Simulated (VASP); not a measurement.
# Al16Co16Si (a cell with a defect) (Si interstitial hop) in VASP: single point with PBE

Aim: the single point of Al16Co16Si (a cell with a defect) (Si interstitial hop) with PBE.

Everything below comes from runs of VASP 6.6.1. Logs are shortened: lines on timing, memory, paths and dates and some standing lists are left out, and cuts for length are marked.

### Step 1. The cell of the first run

The cell holds a defect, 33 atoms: a = 8.065 Å, b = 8.065 Å, c = 8.065 Å, α = 60.00°, β = 60.00°, γ = 60.00°.

### Step 2. Single point, PBE

INCAR reads:

```
SYSTEM = Al16Co16Si
PREC     = Accurate       ! precision mode
ENCUT    = 520            ! plane-wave cutoff, eV
EDIFF    = 1E-6           ! SCF threshold, eV
ISMEAR   = 1              ! smearing method
SIGMA    = 0.1            ! smearing width, eV
LREAL    = Auto         
LASPH    = .TRUE.         ! aspherical terms in the spheres
NELM     = 120            ! most SCF steps
ALGO     = Normal         ! electronic algorithm
ISIF     = 2              ! what is computed and relaxed
LWAVE    = .FALSE.        ! write WAVECAR
LCHARG   = .FALSE.        ! write CHGCAR
GGA      = PE             ! functional
NBANDS   = 120            ! bands
GGA_COMPAT= .FALSE.
```

KPOINTS reads:

```
regular mesh
0
G
  2 2 2
  0 0 0
```

POSCAR reads:

```
Al16Co16Si
1.0
    0.0000000000      5.7030923000      5.7030923000
    5.7030923000      0.0000000000      5.7030923000
    5.7030923000      5.7030923000      0.0000000000
Al Co Si
16 16 1
Direct
   -0.0057908900     -0.0016304400      0.0055874700
    0.2627944500      0.2300984800      0.2735562400
   -0.0083415200      0.0032651500      0.5026195800
    0.2292256600      0.2301145900      0.7705706400
    0.0034985500      0.4983708900     -0.0036980700
    0.2450238900      0.7509602200      0.2495953900
   -0.0083603900      0.4990063100      0.5026193300
    0.2292108000      0.7666657700      0.7705872200
    0.4971792700     -0.0065342500      0.0081612300
    0.7612478200      0.2374499200      0.2385532600
    0.4942435900     -0.0016212700      0.5055557400
    0.7501930500      0.2457839700      0.7547795800
    0.4971801700      0.4977436800      0.0081406900
    0.7612368800      0.7592743000      0.2385645400
    0.6116939800      0.4983576800      0.3880713000
    0.7262588400      0.7666548200      0.7369810100
    0.1254499700      0.1216013500      0.1315178900
    0.3759248800      0.3823101400      0.3940056200
    0.1182374800      0.1227704000      0.6327849000
    0.3809391400      0.3442606600      0.9270612900
    0.1254491400      0.6179664500      0.1315266500
    0.3759161600      0.8442939400      0.3940150400
    0.0727687500      0.6524489600      0.6188566900
    0.3670155600      0.8739956300      0.8815577400
    0.6251469200      0.1192632500      0.1328647200
    0.9175472700      0.3549104600      0.3691655000
    0.6057959200      0.1524512100      0.6238671200
    0.8682828900      0.3787683100      0.8743503900
    0.6306548300      0.6418338000      0.0822107900
    0.8669443500      0.8774710700      0.3746498700
    0.6057915400      0.6144236800      0.6238765100
    0.8682743000      0.8751412100      0.8743512200
    0.3479059700      0.4983806000      0.6519237000
```

Potentials or basis: VASP PAW PBE potentials, release 64 (Al, Co, Si).

Launch:

```console
$ cat potpaw_PBE.64/Al/POTCAR potpaw_PBE.64/Co/POTCAR potpaw_PBE.64/Si/POTCAR > POTCAR
$ mpirun -np 1 vasp_std > vasp.out
```

OUTCAR:

```text
SYSTEM = Al16Co16Si
   PREC = Accurate
   ENCUT = 520
   EDIFF = 1E-6
   ISMEAR = 1
   LREAL = Auto
   LASPH = .TRUE.
   NELM = 120
   ISIF = 2
   GGA = PE

 ion  position               nearest neighbor table
   1  0.994  0.998  0.006-  25 2.43  30 2.43  19 2.46  24 2.46  28 2.51  32 2.51  17 2.51  21 2.51
                             8 2.66   4 2.66  10 2.69  14 2.69   6 2.82  12 2.82
   2  0.263  0.230  0.274-  26 2.28  20 2.28  19 2.37  25 2.39  18 2.55  22 2.55  21 2.56  17 2.56
                            11 2.64   3 2.85   7 2.85   9 2.87  13 2.87   5 3.06
   3  0.992  0.003  0.503-  23 2.33  26 2.34  17 2.44  32 2.45  19 2.48  30 2.49  22 2.54  27 2.55
                            12 2.82  10 2.83   2 2.85  16 2.87   6 2.88   8 2.89
   4  0.229  0.230  0.771-  19 2.35  24 2.35  33 2.37  28 2.39  17 2.39  18 2.50  27 2.50   1 2.66
                            23 2.79  20 2.79   5 2.83  11 2.84   7 2.89   9 2.89
   5  0.003  0.498  0.996-  29 2.47  26 2.47  17 2.48  28 2.48  32 2.48  21 2.48  23 2.52  20 2.52
                            33 2.78   4 2.83   8 2.83  14 2.87  10 2.87   2 3.06  16 3.06  15 3.16
   6  0.245  0.751  0.250-  24 2.42  22 2.44  18 2.44  21 2.44  17 2.44  23 2.46  30 2.49  29 2.55
                             9 2.82  13 2.82   1 2.82   3 2.88   7 2.88  15 3.02  33 3.12
   7  0.992  0.499  0.503-  23 2.33  26 2.34  21 2.44  28 2.45  19 2.48  30 2.49  18 2.54  31 2.55
                            12 2.82  14 2.83   2 2.85  16 2.87   6 2.88   4 2.89
   8  0.229  0.767  0.771-  19 2.35  24 2.35  33 2.37  32 2.39  21 2.39  22 2.50  31 2.50   1 2.66
                            23 2.79  20 2.79   5 2.83  11 2.84   3 2.89  13 2.89
   9  0.497  0.993  0.008-  20 2.33  29 2.34  32 2.44  17 2.45  24 2.48  25 2.49  27 2.54  22 2.55
                             6 2.82  14 2.83  16 2.85   2 2.87  12 2.88   4 2.89
  10  0.761  0.237  0.239-  25 2.37  30 2.37  17 2.40  28 2.40  15 2.43  27 2.56  18 2.56  26 2.67
                            29 2.67   1 2.69   3 2.83  13 2.83   5 2.87  11 2.89
  11  0.494  0.998  0.506-  25 2.45  30 2.45  24 2.48  19 2.48  18 2.54  27 2.54  22 2.54  31 2.54
                            16 2.64   2 2.64   8 2.84   4 2.84  10 2.89  14 2.89
  12  0.750  0.246  0.755-  19 2.42  31 2.44  27 2.44  32 2.44  28 2.44  20 2.46  25 2.49  26 2.55
                             7 2.82   3 2.82   1 2.82  13 2.88   9 2.88  15 3.02  33 3.12
  13  0.497  0.498  0.008-  20 2.33  29 2.34  28 2.44  21 2.45  24 2.48  25 2.49  31 2.54  18 2.55
                             6 2.82  10 2.83  16 2.85   2 2.87  12 2.88   8 2.89
  14  0.761  0.759  0.239-  25 2.37  30 2.37  21 2.40  32 2.40  15 2.43  31 2.56  22 2.56  26 2.67
                            29 2.67   1 2.69   7 2.83   9 2.83   5 2.87  11 2.89
  15  0.612  0.498  0.388-  29 2.10  26 2.10  33 2.13  10 2.43  14 2.43  18 2.48  27 2.48  22 2.48
                            31 2.48   6 3.02  12 3.02   5 3.16
  16  0.726  0.767  0.737-  29 2.28  23 2.28  24 2.37  30 2.39  27 2.55  31 2.55  32 2.56  28 2.56
                            11 2.64  13 2.85   9 2.85   7 2.87   3 2.87   5 3.06
  17  0.125  0.122  0.132-   4 2.39  10 2.40   6 2.44   3 2.44   9 2.45   5 2.48   1 2.51   2 2.56
                            26 2.70  20 2.74  24 2.84  30 2.87  22 2.93  28 2.93
  18  0.376  0.382  0.394-   6 2.44  15 2.48   4 2.50  11 2.54   7 2.54  13 2.55   2 2.55  33 2.55
                            10 2.56  27 2.62  23 2.86  21 2.93  19 2.95  29 2.97  25 2.99
  19  0.118  0.123  0.633-   8 2.35   4 2.35   2 2.37  12 2.42   1 2.46  11 2.48   7 2.48   3 2.48
                            26 2.66  24 2.84  28 2.84  32 2.84  18 2.95  22 2.95
  20  0.381  0.344  0.927-  33 2.01   2 2.28   9 2.33  13 2.33  12 2.46   5 2.52  25 2.57  17 2.74
[... 236 lines left out ...]
   IVDW    =     0    specifies the selected vdW correction
   LEPSILON=     F    determine dielectric tensor
   LRPA    =     F    only Hartree local field effects (RPA)
 non-spin polarized calculation
 Methfessel and Paxton  Order N= 1 SIGMA  =   0.10
  energy-cutoff  :      520.00
  volume of cell :      370.99
 maximum number of plane-waves:     10002
 NGX is ok and might be reduce to    60
   NGX = 29   NGY = 29   NGZ = 29

 number of electron     196.0000010 magnetization

 Free energy of the ion-electron system (eV)
  ---------------------------------------------------
  ext. energy  EPLUGINS =         0.00000000
  ---------------------------------------------------
  free energy    TOTEN  =      -190.64545857 eV

  energy without entropy =     -190.65562568  energy(sigma->0) =     -190.64884761

 E-fermi :  11.0454     XC(G=0): -12.3876

 val. band max:       11.0380932632   @ k =   0.0000   0.0000   0.0000
 cond. band min:      11.0824921549   @ k =   0.0000   0.0000   0.0000
 fundamental gap:      0.0443988917
 Fermi energy:        11.0454322094

 k-point     1 :       0.0000    0.0000    0.0000
  band No.  band energies     occupation
      1      -0.7807      2.00000
      2       1.2097      2.00000
      3       2.4715      2.00000
      4       2.7723      2.00000
      5       3.0460      2.00000
      6       3.0479      2.00000
[... 893 lines left out ...]
    109      12.2680     -0.00000
    110      12.5160     -0.00000
 [bands above 110 left out]

------------------------ aborting loop because EDIFF is reached ----------------------------------------

  FORCE on cell =-STRESS in cart. coord.  units (eV):
  Direction    XX          YY          ZZ          XY          YZ          ZX
  --------------------------------------------------------------------------------------
  -------------------------------------------------------------------------------------
  Total       24.5075386     38.5940964     24.4883917      0.0041772     -0.0024763     -8.2026586
  in kB      105.8398173    166.6749230    105.7571281      0.0180398     -0.0106943    -35.4245237
  external PRESSURE =     126.0906228 kB  Pullay stress =       0.0000000 kB

 VOLUME and BASIS-vectors are now :
 -----------------------------------------------------------------------------
  energy-cutoff  :      520.00
  volume of cell :      370.99
      direct lattice vectors                 reciprocal lattice vectors
     0.000000000  5.703092300  5.703092300    -0.087671736  0.087671736  0.087671736
     5.703092300  0.000000000  5.703092300     0.087671736 -0.087671736  0.087671736
     5.703092300  5.703092300  0.000000000     0.087671736  0.087671736 -0.087671736

 POSITION                                       TOTAL-FORCE (eV/Angst)
 -----------------------------------------------------------------------------------
      5.72566      5.70193     11.36386         0.070979      0.000363     -0.066237
      2.87239      3.05886      2.81101        -0.110273     -0.041705      0.113300
      2.88511      8.52201      5.67414        -0.059284      0.020083     -0.117088
      5.70700      5.70193      2.61966         0.066636      0.000496      0.104499
      8.52426      5.70195      2.86221        -0.168554      0.001059      0.166617
      5.70626      2.82086      5.68019         0.056374      0.093906     -0.059268
[... 25 lines left out ...]
      9.97752      9.93835      9.94286         0.051099     -0.375924      0.026549
      6.56029      5.70212      4.82645        -0.003068     -0.000477      0.004853
 -----------------------------------------------------------------------------------
    total drift:                                0.000714     -0.000366      0.020417

  FREE ENERGIE OF THE ION-ELECTRON SYSTEM (eV)
  ---------------------------------------------------
  free  energy   TOTEN  =      -190.6454585716 eV

  energy  without entropy=     -190.6556256834  energy(sigma->0) =     -190.64884761
```

It took 16 min on 1 thread of Intel Xeon 6975P-C (Granite Rapids), shared host; peak memory 0.63 GiB.

Results:

| Item | Value |
| --- | --- |
| Free energy | -190.6455 eV |
| Pressure | 12.6 GPa |
| Largest force | 0.980 eV/Å |
| Band gap on the k mesh | zero (band 98 reaches 11.17 eV, above the bottom of band 99 at 11.02 eV) |

Forces on the atoms (eV/Å):
```
Al   0.071  0.000 -0.066
Al  -0.110 -0.042  0.113
Al  -0.059  0.020 -0.117
Al   0.067  0.000  0.104
Al  -0.169  0.001  0.167
Al   0.056  0.094 -0.059
Al   0.115  0.019  0.062
Al  -0.104  0.000 -0.070
Al   0.115 -0.020  0.062
Al  -0.043 -0.001 -0.087
Al  -0.067  0.000  0.071
Al   0.056 -0.093 -0.059
Al  -0.060 -0.019 -0.116
Al   0.083  0.000  0.044
Al   0.120 -0.001 -0.115
Al  -0.111  0.041  0.113
Co  -0.026  0.377 -0.052
Co   0.113 -0.152  0.054
Co  -0.033  0.117  0.033
Co   0.192  0.942 -0.192
Co   0.051  0.376  0.026
Co  -0.055 -0.151 -0.113
Co   0.192 -0.941 -0.192
Co  -0.034 -0.117  0.033
Co   0.003  0.184 -0.004
Co  -0.223  0.268  0.223
Co   0.113  0.152  0.054
Co  -0.027 -0.377 -0.052
Co  -0.223 -0.267  0.222
Co   0.003 -0.184 -0.004
Co  -0.055  0.150 -0.114
Co   0.051 -0.376  0.027
Si  -0.003  0.000  0.005
```

Caveat: the k points lie up to 0.48 Å⁻¹ apart. Spin polarisation is off, so any magnetic state and its effect on volume and gap are missing.
